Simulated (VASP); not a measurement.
## SnSe2: single point with PBE+D3(BJ)

SnSe2:

```
Sn Se
1.0
     3.64800    0.00000    0.00000
    -1.82400    3.15926    0.00000
     0.00000    0.00000    6.98350
Sn Se
1 2
Cartesian
  0.0000 0.0000 0.0000
  0.0000 2.1062 1.8516
  1.8240 1.0531 5.1319
```

* Program: VASP 6.6.1
* Task: single point
* Functional: PBE
* Dispersion: D3(BJ)
* Potentials or basis: VASP PAW PBE potentials, release 64 (Sn_d, Se)
* Cutoff: 500 eV
* k mesh: 12 × 12 × 6
* Occupations: gaussian, width 0.03 eV
* Spin: no spin polarisation
* Dipole correction: no
* Further INCAR settings: ALGO = Normal; EDIFF = 1e-06; NBANDS = 20

| Property | Result |
| --- | --- |
| Pressure | -2.4 GPa |
| Largest force | 1.357 eV/Å |
| Band gap on the k mesh | zero (bands 13 and 14 overlap by 0.62 eV) |
| Dispersion energy per atom | -0.346 eV |

Forces in eV/Å, atoms in the order of the input:
```
Sn   0.000  0.000  0.000
Se   0.000  0.000 -1.357
Se   0.000  0.000  1.357
```

Stress tensor (GPa, compression positive):
```
  2.46   0.00   0.00
  0.00   2.46   0.00
  0.00   0.00 -12.03
```

Levels at points of the mesh, in eV from the Fermi level:
| k point | band 10 | band 11 | band 12 | band 13 | band 14 | band 15 | band 16 | band 17 |
| --- | --- | --- | --- | --- | --- | --- | --- | --- |
| (0.00, 0.00, 0.00) | -0.15 | -0.15 | 0.01 | 0.01 | 0.36 | 3.78 | 4.86 | 4.86 |
| (0.50, 0.00, 0.00) | -3.68 | -2.27 | -1.94 | -0.51 | 0.42 | 3.00 | 4.32 | 4.46 |
| (0.00, 0.00, 0.50) | -0.24 | -0.24 | 0.13 | 0.13 | 2.19 | 3.45 | 4.73 | 4.73 |
| (0.50, 0.00, 0.50) | -3.02 | -1.80 | -1.66 | -0.78 | -0.50 | 2.39 | 4.16 | 4.90 |

It took 53 s on 1 thread of Intel(R) Xeon(R) 6975P-C (Granite Rapids), on a shared host, peak memory 0.27 GiB.

Caveat: the stress differs along the axes, from -12 to 2 GPa; semilocal functionals underestimate gaps, and a narrow one can read as zero; spin-orbit coupling is left out, which moves the levels of the heavy elements; forces of over 1 eV/Å act on the atoms, so gaps and moduli don't describe the material at rest.
